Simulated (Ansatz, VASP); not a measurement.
**Sb in VASP and in Ansatz**

```
Sb
1.0
     5.98282   -0.00744   -0.05262
    -0.18471    6.03103   -0.00113
    -2.42346   -2.62687    5.80013
Sb
6
Direct
  0.73993 0.14989 0.66597
  0.84988 0.26197 0.32953
  0.15012 0.73803 0.67047
  0.38391 0.38582 0.09806
  0.61609 0.61418 0.90194
  0.26007 0.85011 0.33403
```

Alike in both runs: functional PBE; k mesh 8 × 8 × 6; occupations gaussian, width 0.1 eV; no spin polarisation.

Ansatz relaxed the structure, and its values are those at the end. VASP's run is a single point on that final structure, the one shown.

```csv
,VASP,Ansatz
version,VASP 6.6.1,Ansatz 0.2.0
potentials or method,"VASP PAW PBE potentials, release 64 (Sb), cutoff 520 eV","scalar-relativistic, plane waves, PAW"
valence electrons in the cell,30,90
```

Ansatz gave:

```
gap on the k mesh at the Fermi level (eV) : none
pressure (GPa)                            : 0.0
rms of the force components (eV/Å)        : 0.002
```

Problem. What did VASP give for the same quantities?

Solution. gap on the k mesh at the Fermi level (eV): none; pressure (GPa): 0.1; rms of the force components (eV/Å): 0.025.

A gap of «none» marks a metal or a gap that the smearing closes. VASP's potentials hold 30 valence electrons a cell and Ansatz's 90, so a difference there can come from the potentials and not from the codes.

Neither program's run includes spin-orbit coupling.
